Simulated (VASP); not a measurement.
Set up this calculation in VASP 6.6.1, as the native input.

```
Task                   : single point
Functional             : PBEsol
Potentials or basis    : VASP PAW PBE potentials, release 64 (Mg, C)
Cutoff                 : 520 eV
k mesh                 : 8 × 8 × 6
Occupations            : gaussian, width 0.02 eV
Spin                   : no spin polarisation
Dipole correction      : no
Further INCAR settings : ALGO = Normal; EDIFF = 1e-07; NBANDS = 16
```

The structure of Mg2C3 lies in POSCAR:

```
Mg2C3
1.0
    2.3054470017     -2.2174935759      0.0303592979
    2.3054470017      2.2174935759      0.0303592979
   -1.1099998863      0.0000000000      4.6265585043
Mg C
2 3
Direct
    0.8083510202      0.8083510202      0.2038859633
    0.1916489798      0.1916489798      0.7961140367
    0.2945251118      0.2945251118      0.2604547412
    0.7054748882      0.7054748882      0.7395452588
    0.5000000000      0.5000000000      0.5000000000
```

This cell differs from its parent crystal: volume scaled by 0.88, then relaxed in part.

The input as run:

INCAR

```
PREC = Accurate
ENCUT = 520
EDIFF = 1E-7
ISMEAR = 0
SIGMA = 0.02
LREAL = False
LASPH = True
NELM = 80
ALGO = Normal
ISIF = 2
LWAVE = False
LCHARG = False
GGA = PS
NBANDS = 16
```

KPOINTS

```
Automatic mesh
0
Gamma
  8 8 6
```

Potentials or basis: VASP PAW PBE potentials, release 64 (Mg, C).

Run with:

```console
$ cat potpaw_PBE.64/Mg/POTCAR potpaw_PBE.64/C/POTCAR > POTCAR
$ mpirun -np 1 vasp_std > vasp.out
```

Results of the run:

```json
{
  "Pressure": "18.7 GPa",
  "Largest force": "0.054 eV/Å",
  "Band gap on the k mesh": "1.77 eV, indirect (least direct gap 2.74 eV)"
}
```

Caveat: the PAW data sets were made with another functional, which shifts forces and pressure a little.

It took 69 s on 1 thread of Intel Xeon 6975P-C (shared host), peak memory 0.21 GiB.
